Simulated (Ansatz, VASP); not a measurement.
One calculation of SrO, two programs

```
CELL_PARAMETERS angstrom
0.00000 2.60586 2.60586
2.60586 0.00000 2.60586
2.60586 2.60586 0.00000
ATOMIC_POSITIONS crystal
Sr 0.50000 0.50000 0.50000
O 0.00000 0.00000 0.00000
```

Alike in both runs: task single point; functional r2SCAN; k mesh 8 × 8 × 8; occupations gaussian, width 0.02 eV; no spin polarisation.

```csv
,VASP,Ansatz
version,VASP 6.6.1,Ansatz 0.2.0
potentials or method,"VASP PAW PBE potentials, release 64 (Sr_sv, O), cutoff 520 eV","scalar-relativistic, plane waves, PAW"
valence electrons in the cell,16,16
```

```csv
,VASP,Ansatz,Ansatz less VASP
gap on the k mesh at the Fermi level (eV),3.76,3.81,+0.049
least direct gap on the mesh (eV),3.87,3.91,+0.038
pressure (GPa),-2.2,-2.6,-0.46
```

VASP's potentials were made for PBE, not for r2SCAN. The functional is the same, so the differences come from potentials, cutoffs and numerics.
